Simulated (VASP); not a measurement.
A run of VASP 6.6.1 is set up as follows.

INCAR

```
SYSTEM = SiC
PREC = Accurate
ENCUT = 600
EDIFF = 1E-6
ISMEAR = 0
SIGMA = 0.01
LREAL = .FALSE.
LASPH = .TRUE.
NELM = 120
ALGO = Normal
ISIF = 2
LWAVE = .FALSE.
LCHARG = .FALSE.
GGA = PE
NBANDS = 16
GGA_COMPAT = .FALSE.
```

File KPOINTS:

```
regular mesh
0
G
  12 12 4
  0 0 0
```

File POSCAR:

```
SiC
1.0
    3.1264351936      0.0000000000      0.0000000000
   -1.5632175968      2.7075721565      0.0000000000
    0.0000000000      0.0000000000      5.1307688092
Si C
2 2
Direct
    0.3333333333      0.6666666667      0.0000000000
    0.6666666667      0.3333333333      0.5000000000
    0.3333333333      0.6666666667      0.3850000000
    0.6666666667      0.3333333333      0.8850000000
```

Potentials or basis: VASP PAW PBE potentials, release 64 (Si, C).

Command:

```console
$ cat potpaw_PBE.64/Si/POTCAR potpaw_PBE.64/C/POTCAR > POTCAR
$ mpirun -np 1 vasp_std > vasp.out
```

**Question.** Estimate the band gap on the k mesh.

**Answer.** 2.41 eV, indirect (least direct gap 3.98 eV).

**Question.** Predict the pressure.

**Answer.** -6.6 GPa.

Forces on the atoms (eV/Å):
```
Si   0.000  0.000  0.679
Si   0.000  0.000  0.679
C    0.000  0.000 -0.679
C    0.000  0.000 -0.679
```

A k mesh can miss the band edges. As with any semilocal functional, this PBE gap is likely too small.
